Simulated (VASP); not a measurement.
A run of VASP 6.6.1:

The input POSCAR:

```
BiTe
1.0
    0.0000000000      3.2157202800      3.2157202800
    3.2157202800      0.0000000000      3.2157202800
    3.2157202800      3.2157202800      0.0000000000
Bi Te
1 1
Direct
    0.0000000000      0.0000000000      0.0000000000
    0.5000000000      0.5000000000      0.5000000000
```

INCAR.step1

```
SYSTEM = BiTe
PREC = Accurate ; ENCUT = 520
ISMEAR = -1 ; SIGMA = 0.1
LREAL = .False. ; LASPH = .True.
NELM = 100 ; GGA = PE
ALGO = Normal ; EDIFF = 1E-4
LWAVE = .True. ; LCHARG = .False.
```

File INCAR.step2:

```
SYSTEM = BiTe
PREC = Accurate ; ENCUT = 520
EDIFF = 1E-7 ; ISMEAR = -1
SIGMA = 0.1 ; LREAL = .False.
LASPH = .True. ; NELM = 100
ALGO = Normal ; ISIF = 2
LWAVE = .False. ; LCHARG = .False.
METAGGA = R2SCAN ; LMIXTAU = .True.
IBRION = 2 ; NSW = 50
EDIFFG = -0.01 ; ISTART = 1
```

File KPOINTS:

```
Automatic mesh
0
Gamma
  9 9 9
  0 0 0
```

Potentials or basis: VASP PAW PBE potentials, release 64 (Bi_d, Te).

Run with:

```bash
$ cat potpaw_PBE.64/Bi_d/POTCAR potpaw_PBE.64/Te/POTCAR > POTCAR
$ cp INCAR.step1 INCAR
$ mpirun -np 1 vasp_std > vasp.out
$ cp INCAR.step2 INCAR
$ mpirun -np 1 vasp_std > vasp.out
```

Hardware: 1 thread of Intel(R) Xeon(R) Platinum 8488C (Sapphire Rapids), with other jobs on the host.

Question: Estimate the wall time of this run.

Answer: Run time: 73 s on 1 thread of Intel(R) Xeon(R) Platinum 8488C (Sapphire Rapids), with other jobs on the host, peak memory 0.24 GiB. Counts: k points 35, ion steps 1.
